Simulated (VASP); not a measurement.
# InSe2 (P4/nmm) in VASP: further runs

InSe2 is run at these levels: PBE; tasks: single point.

All numbers are computed with VASP 6.6.1; they aren't measurements. Logs are shortened: lines on timing, memory, paths and dates and some standing lists are left out, and cuts for length are marked.

### 1 The cell of the first run

Symmetry: P4/nmm, No. 129, tetragonal system. The conventional cell has a = 3.895 Å, b = 3.895 Å, c = 9.626 Å, α = 90.00°, β = 90.00°, γ = 90.00°. Within 3.7 Å of In (site symmetry 4mm) lie 9 Se at 2.84 to 3.43 Å. Within 3.7 Å of Se (site symmetry 4mm) lie 5 In at 2.84 to 3.28 Å. Within 3.6 Å of Se (site symmetry -4m2) lie 4 Se at 2.75 Å and 4 In at 3.43 Å.

### 2 Single point, PBE

INCAR reads:

```
PREC = Accurate ; ENCUT = 520
EDIFF = 1E-7 ; ISMEAR = 0
SIGMA = 0.1 ; LREAL = F
LASPH = T ; NELM = 60
ALGO = Normal ; ISIF = 2
LWAVE = F ; LCHARG = T
GGA = PE ; LELF = T
LVHAR = T ; NBANDS = 34
```

KPOINTS reads:

```
Automatic mesh
0
Gamma
  6 6 2
```

POSCAR reads:

```
InSe2
1.0
    3.8948930000      0.0000000000      0.0000000000
    0.0000000000      3.8948930000      0.0000000000
    0.0000000000      0.0000000000      9.6262310000
In Se
2 4
Direct
    0.0000000000      0.5000000000      0.7064680000
    0.5000000000      0.0000000000      0.2935320000
    0.0000000000      0.5000000000      0.3662120000
    0.5000000000      0.0000000000      0.6337880000
    0.0000000000      0.0000000000      0.0000000000
    0.5000000000      0.5000000000      0.0000000000
```

Potentials or basis: VASP PAW PBE potentials, release 64 (In_d, Se).

Run with:

```
$ cat potpaw_PBE.64/In_d/POTCAR potpaw_PBE.64/Se/POTCAR > POTCAR
$ mpirun -np 1 vasp_std > vasp.out
```

OUTCAR:

```text
PREC = Accurate
   ENCUT = 520
   EDIFF = 1E-7
   ISMEAR = 0
   LREAL = F
   LASPH = T
   NELM = 60
   ISIF = 2
   GGA = PE

 ion  position               nearest neighbor table
   1  0.000  0.500  0.706-   4 2.84   4 2.84   4 2.84   4 2.84   3 3.28
   2  0.500  0.000  0.294-   3 2.84   3 2.84   3 2.84   3 2.84   4 3.28
   3  0.000  0.500  0.366-   2 2.84   2 2.84   2 2.84   2 2.84   1 3.28
   4  0.500  0.000  0.634-   1 2.84   1 2.84   1 2.84   1 2.84   2 3.28
   5  0.000  0.000  0.000-   6 2.75   6 2.75   6 2.75   6 2.75
   6  0.500  0.500  0.000-   5 2.75   5 2.75   5 2.75   5 2.75

  LATTYP: Found a simple tetragonal cell.
 ALAT       =     3.8948930000
 C/A-ratio  =     2.4715007575

  Lattice vectors:

 A1 = (   3.8948930000,   0.0000000000,   0.0000000000)
 A2 = (   0.0000000000,   3.8948930000,   0.0000000000)
 A3 = (   0.0000000000,   0.0000000000,   9.6262310000)

Analysis of symmetry for initial positions (statically):
=====================================================================
 Subroutine PRICEL returns:
 Original cell was already a primitive cell.

 Routine SETGRP: Setting up the symmetry group for a
 simple tetragonal supercell.

 Subroutine GETGRP returns: Found 16 space group operations
 (whereof  8 operations were pure point group operations)
 out of a pool of 16 trial point group operations.

The static configuration has the point symmetry D_2d.
 The point group associated with its full space group is D_4h.

Analysis of symmetry for dynamics (positions and initial velocities):
=====================================================================
 Subroutine PRICEL returns:
 Original cell was already a primitive cell.

 Routine SETGRP: Setting up the symmetry group for a
 simple tetragonal supercell.

 Subroutine GETGRP returns: Found 16 space group operations
 (whereof  8 operations were pure point group operations)
 out of a pool of 16 trial point group operations.

The dynamic configuration has the point symmetry D_2d.
 The point group associated with its full space group is D_4h.

 Subroutine INISYM returns: Found 16 space group operations
 (whereof  8 operations are pure point group operations),
 and found     1 'primitive' translations

----------------------------------------------------------------------------------------

                                     Primitive cell

  volume of cell :     146.0318

  direct lattice vectors                    reciprocal lattice vectors
     3.894893000  0.000000000  0.000000000     0.256746463  0.000000000  0.000000000
     0.000000000  3.894893000  0.000000000     0.000000000  0.256746463  0.000000000
     0.000000000  0.000000000  9.626231000     0.000000000  0.000000000  0.103882818

  length of vectors
     3.894893000  3.894893000  9.626231000     0.256746463  0.256746463  0.103882818

  position of ions in fractional coordinates (direct lattice)
     0.000000000  0.500000000  0.706468000
     0.500000000  0.000000000  0.293532000
     0.000000000  0.500000000  0.366212000
     0.500000000  0.000000000  0.633788000
     0.000000000  0.000000000  0.000000000
     0.500000000  0.500000000  0.000000000

  ion indices of the primitive-cell ions
   primitive index   ion index
                 1           1
                 2           2
                 3           3
                 4           4
                 5           5
                 6           6

----------------------------------------------------------------------------------------

 KPOINTS: Automatic mesh

Automatic generation of k-mesh.
 Grid dimensions read from file:
 generate k-points for:    6    6    2

 Generating k-lattice:

  Cartesian coordinates                     Fractional coordinates (reciprocal lattice)
     0.042791077  0.000000000  0.000000000     0.166666667  0.000000000  0.000000000
     0.000000000  0.042791077  0.000000000     0.000000000  0.166666667  0.000000000
     0.000000000  0.000000000  0.051941409     0.000000000  0.000000000  0.500000000

  Length of vectors
     0.042791077  0.042791077  0.051941409

  Shift w.r.t. Gamma in fractional coordinates (k-lattice)
     0.000000000  0.000000000  0.000000000

 Subroutine IBZKPT returns following result:
 ===========================================

 Found     20 irreducible k-points:

 Following reciprocal coordinates:
            Coordinates               Weight
  0.000000  0.000000  0.000000      1.000000
  0.166667  0.000000  0.000000      4.000000
  0.333333  0.000000  0.000000      4.000000
  0.500000  0.000000  0.000000      2.000000
  0.166667  0.166667  0.000000      4.000000
  0.333333  0.166667  0.000000      8.000000
[... 12 lines left out ...]
  0.500000  0.333333  0.500000      4.000000
  0.500000  0.500000  0.500000      1.000000
   k-points           NKPTS =     20   k-points in BZ     NKDIM =     20   number of bands    NBANDS=     34
   number of dos      NEDOS =    301   number of ions     NIONS =      6
   total plane-waves  NPLWV =  64800
   dimension x,y,z NGX =    30 NGY =   30 NGZ =   72
   dimension x,y,z NGXF=    60 NGYF=   60 NGZF=  144
   ions per type =               2   4
   NGX,Y,Z   is equivalent  to a cutoff of  12.80, 12.80, 12.43 a.u.
   NGXF,Y,Z  is equivalent  to a cutoff of  25.61, 25.61, 24.87 a.u.
 SYSTEM =  unknown system
   PREC   = accura    normal or accurate (medium, high low for compatibility)
   ISTART =      0    job   : 0-new  1-cont  2-samecut
   ICHARG =      2    charge: 1-file 2-atom 10-const
   ISPIN  =      1    spin polarized calculation?
   LNONCOLLINEAR =      F non collinear calculations
   LSORBIT =      F    spin-orbit coupling
   LASPH  =      T    aspherical Exc in radial PAW
   ENCUT  =  520.0 eV  38.22 Ry    6.18 a.u.   7.24  7.24 17.90*2*pi/ulx,y,z
   NELM   =     60;   NELMIN=  2; NELMDL= -5     # of ELM steps
   EDIFF  = 0.1E-06   stopping-criterion for ELM
   LREAL  =      F    real-space projection
   EDIFFG = 0.1E-05   stopping-criterion for IOM
   NSW    =      0    number of steps for IOM
   IBRION =     -1    ionic relax: 0-MD 1-quasi-New 2-CG
   NFREE  =      0    steps in history (QN), initial steepest desc. (CG)
   ISIF   =      2    stress and relaxation
   ISYM   =      2    0-nonsym 1-usesym 2-fastsym
   POTIM  = 0.5000    time-step for ionic-motion
   TEBEG  =    0.0;   TEEND  =   0.0 temperature during run
   PSTRESS=    0.0 pullay stress
   NELECT =      50.0000    total number of electrons
   NUPDOWN=      -1.0000    fix difference up-down
   EMIN   =  10.00;   EMAX   =-10.00  energy-range for DOS
   EFERMI =   0.00;   METHOD = LEGACY
   ISMEAR =     0;   SIGMA  =   0.10  broadening in eV -4-tet -1-fermi 0-gaus
   EFERMI_NEDOS =   21; number of points for ismear=-14 and -15
   IALGO  =     38    algorithm
   IMIX   =      4    mixing-type and parameters
     AMIX     =   0.40;   BMIX     =  1.00
     AMIX_MAG =   1.60;   BMIX_MAG =  1.00
  volume/ion in A,a.u.               =      24.34       164.25
  Fermi-wavevector in a.u.,A,eV,Ry     =   1.145291  2.164286 17.846635  1.311691
  Thomas-Fermi vector in A             =   2.281980
   LORBIT       =      0    0 simple, 1 ext, 2 COOP (PROOUT), +10 PAW based schemes
   GGA     = PE    functional components
   LHFCALC =     F    Hartree Fock is set to
   AEXX    =    0.0000 exact exchange contribution
   IVDW    =     0    specifies the selected vdW correction
   LEPSILON=     F    determine dielectric tensor
   LRPA    =     F    only Hartree local field effects (RPA)
 non-spin polarized calculation
 Gauss-broadening in eV      SIGMA  =   0.10
  energy-cutoff  :      520.00
  volume of cell :      146.03
 maximum number of plane-waves:      3972
 NGX is ok and might be reduce to    30
   NGX = 15   NGY = 15   NGZ = 35

 number of electron      49.9999991 magnetization

 Free energy of the ion-electron system (eV)
  ---------------------------------------------------
  ext. energy  EPLUGINS =         0.00000000
  ---------------------------------------------------
  free energy    TOTEN  =       -20.28622742 eV

  energy without entropy =      -20.27874531  energy(sigma->0) =      -20.28248636

 E-fermi :   5.0124     XC(G=0):  -9.8746

 val. band max:        5.0099005262   @ k =   0.3333   0.0000   0.0000
 cond. band min:       5.1611466900   @ k =   0.1667   0.0000   0.0000
 fundamental gap:      0.1512461637
 Fermi energy:         5.0124410193

 k-point     1 :       0.0000    0.0000    0.0000
  band No.  band energies     occupation
      1      -9.9783      2.00000
      2      -9.6672      2.00000
      3      -9.5998      2.00000
      4      -9.4731      2.00000
      5      -9.4701      2.00000
      6      -9.4399      2.00000
[... 26 lines left out ...]
     33      11.2818      0.00000
     34      11.2887      0.00000

 k-point     2 :       0.1667    0.0000    0.0000
  band No.  band energies     occupation
      1      -9.7831      2.00000
      2      -9.6342      2.00000
      3      -9.5397      2.00000
      4      -9.4606      2.00000
      5      -9.4558      2.00000
      6      -9.4478      2.00000
[... 26 lines left out ...]
     33      10.7473      0.00000
     34      10.9513      0.00000

 k-point     3 :       0.3333    0.0000    0.0000
  band No.  band energies     occupation
      1      -9.5731      2.00000
      2      -9.5583      2.00000
      3      -9.4916      2.00000
      4      -9.4797      2.00000
      5      -9.4599      2.00000
      6      -9.4586      2.00000
[... 26 lines left out ...]
     33      10.3199      0.00000
     34      10.5469      0.00000
[... 556 lines left out ...]
 k-point    19 :       0.5000    0.3333    0.5000
  band No.  band energies     occupation
      1      -9.7396      2.00000
      2      -9.7396      2.00000
      3      -9.4803      2.00000
      4      -9.4803      2.00000
      5      -9.4674      2.00000
      6      -9.4674      2.00000
[... 26 lines left out ...]
     33      10.7267      0.00000
     34      10.7267      0.00000

 k-point    20 :       0.5000    0.5000    0.5000
  band No.  band energies     occupation
      1      -9.7988      2.00000
      2      -9.7988      2.00000
      3      -9.4752      2.00000
      4      -9.4752      2.00000
      5      -9.4748      2.00000
      6      -9.4748      2.00000
[... 26 lines left out ...]
     33      10.4755      0.00000
     34      10.4755      0.00000

------------------------ aborting loop because EDIFF is reached ----------------------------------------

  FORCE on cell =-STRESS in cart. coord.  units (eV):
  Direction    XX          YY          ZZ          XY          YZ          ZX
  --------------------------------------------------------------------------------------
  -------------------------------------------------------------------------------------
  Total       -0.3474650     -0.3474650      0.1722192      0.0000000      0.0000000      0.0000000
  in kB       -3.8121880     -3.8121880      1.8894914      0.0000000      0.0000000      0.0000000
  external PRESSURE =      -1.9116282 kB  Pullay stress =       0.0000000 kB

 VOLUME and BASIS-vectors are now :
 -----------------------------------------------------------------------------
  energy-cutoff  :      520.00
  volume of cell :      146.03
      direct lattice vectors                 reciprocal lattice vectors
     3.894893000  0.000000000  0.000000000     0.256746463  0.000000000  0.000000000
     0.000000000  3.894893000  0.000000000     0.000000000  0.256746463  0.000000000
     0.000000000  0.000000000  9.626231000     0.000000000  0.000000000  0.103882818

 POSITION                                       TOTAL-FORCE (eV/Angst)
 -----------------------------------------------------------------------------------
      0.00000      1.94745      6.80062         0.000000     -0.000000      0.047736
      1.94745      0.00000      2.82561        -0.000000     -0.000000     -0.047736
      0.00000      1.94745      3.52524        -0.000000     -0.000000     -0.066144
      1.94745      0.00000      6.10099         0.000000      0.000000      0.066144
      0.00000      0.00000      0.00000         0.000000     -0.000000      0.000000
      1.94745      1.94745      0.00000         0.000000      0.000000      0.000000
 -----------------------------------------------------------------------------------
    total drift:                                0.000000      0.000000      0.000000

  FREE ENERGIE OF THE ION-ELECTRON SYSTEM (eV)
  ---------------------------------------------------
  free  energy   TOTEN  =       -20.2862274215 eV

  energy  without entropy=      -20.2787453080  energy(sigma->0) =      -20.28248636
```

Wall time 2 min (1 thread of Intel Xeon 6975P-C, shared host); peak memory 0.28 GiB.

Results:

| Item | Value |
| --- | --- |
| Free energy | -20.2862 eV |
| Pressure | -0.2 GPa |
| Largest force | 0.066 eV/Å |
| Band gap on the k mesh | zero (band 25 reaches 5.56 eV, above the bottom of band 26 at 3.63 eV) |

Forces on the atoms (eV/Å):
```
In   0.000  0.000  0.048
In   0.000  0.000 -0.048
Se   0.000  0.000 -0.066
Se   0.000  0.000  0.066
Se   0.000  0.000  0.000
Se   0.000  0.000  0.000
```

Stress tensor (GPa, compression positive):
```
-0.38  0.00  0.00
 0.00 -0.38  0.00
 0.00  0.00  0.19
```

Caveat: spin-orbit coupling is left out, which moves the levels of the heavy elements.

### 3 Single point, PBE

INCAR reads:

```
ALGO = Normal
EDIFF = 1E-6
ENCUT = 520
GGA = PE
ISIF = 2
ISMEAR = 0
LASPH = True
LCHARG = True
LELF = True
LREAL = False
LVHAR = True
LWAVE = False
NBANDS = 34
NELM = 80
PREC = Accurate
SIGMA = 0.1
```

KPOINTS reads:

```
Automatic mesh
0
Gamma
  6 6 2
  0.5 0.5 0.5
```

POSCAR is that of step 2.

Potentials or basis: VASP PAW PBE potentials, release 64 (In_d, Se).

Run with:

```
$ cat potpaw_PBE.64/In_d/POTCAR potpaw_PBE.64/Se/POTCAR > POTCAR
$ mpirun -np 1 vasp_std > vasp.out
```

Wall time 54 s (1 thread of Intel Xeon 6975P-C, shared host); peak memory 0.24 GiB.

Results (log left out):

```yaml
Free_energy: -20.2245 eV
Pressure: 0.1 GPa
Largest_force: 0.106 eV/Å
Band_gap_on_the_k_mesh: zero (band 25 reaches 5.07 eV, above the bottom of band 26 at 3.97 eV)
```

Forces in eV/Å, atoms in the order of the input:
```
In   0.000  0.000 -0.106
In   0.000  0.000  0.106
Se   0.000  0.000  0.010
Se   0.000  0.000 -0.010
Se   0.000  0.000  0.000
Se   0.000  0.000  0.000
```

Stress tensor (GPa, compression positive):
```
-0.09  0.00  0.00
 0.00 -0.09  0.00
 0.00  0.00  0.36
```

Levels at points of the mesh, in eV from the Fermi level:
```csv
k point,band 23,band 24,band 25,band 26,band 27,band 28
"(0.08, 0.08, 0.25)",-1.35,-0.04,0.18,0.94,1.90,2.96
```

Caveat: spin-orbit coupling is left out, which moves the levels of the heavy elements.

### 4 Single point, PBE

INCAR reads:

```
SYSTEM = InSe2
PREC = Accurate
ENCUT = 520
EDIFF = 1E-6
ISMEAR = 0
SIGMA = 0.1
LREAL = .FALSE.
LASPH = .TRUE.
NELM = 80
ALGO = Normal
ISIF = 2
LWAVE = .FALSE.
LCHARG = .FALSE.
GGA = PE
NBANDS = 34
```

KPOINTS reads:

```
Automatic mesh
0
G
  8 8 4
  0 0 0
```

POSCAR is that of step 3.

Run with:

```
$ cat potpaw_PBE.64/In_d/POTCAR potpaw_PBE.64/Se/POTCAR > POTCAR
$ mpirun -np 1 vasp_std > vasp.out
```

It took 3.7 min on 1 thread of Intel Xeon 6975P-C, shared host; peak memory 0.35 GiB.

It converged, with:

- Free energy: -20.3251 eV
- Pressure: -0.1 GPa
- Largest force: 0.108 eV/Å
- Band gap on the k mesh: zero (band 25 reaches 5.69 eV, above the bottom of band 26 at 3.66 eV)

Forces on the atoms (eV/Å):
```
In   0.000  0.000 -0.108
In   0.000  0.000  0.108
Se   0.000  0.000 -0.005
Se   0.000  0.000  0.005
Se   0.000  0.000  0.000
Se   0.000  0.000  0.000
```

Stress tensor (GPa, compression positive):
```
-0.47  0.00  0.00
 0.00 -0.47  0.00
 0.00  0.00  0.53
```

Levels at points of the mesh, in eV from the Fermi level:
```
           k point  band 22  band 23  band 24  band 25  band 26  band 27  band 28  band 29
(0.00, 0.00, 0.00)    -1.85    -1.55    -1.55     0.30     0.73     2.95     2.95     3.47
(0.50, 0.00, 0.00)    -1.74    -1.16    -1.16    -0.81    -0.81     1.86     1.86     3.25
(0.50, 0.50, 0.00)    -3.40    -1.40    -1.40    -0.90    -0.90     2.86     2.86     4.10
(0.00, 0.00, 0.50)    -1.49    -1.49    -1.02     0.30     0.79     2.22     2.95     2.95
(0.50, 0.00, 0.50)    -1.50    -0.83    -0.83    -0.82    -0.82     1.32     1.32     3.61
(0.50, 0.50, 0.50)    -3.24    -1.64    -1.64    -1.27    -1.27     3.68     3.68     4.57
```

Caveat: spin-orbit coupling is left out, which moves the levels of the heavy elements.

(Continued in part 2 of 2.)
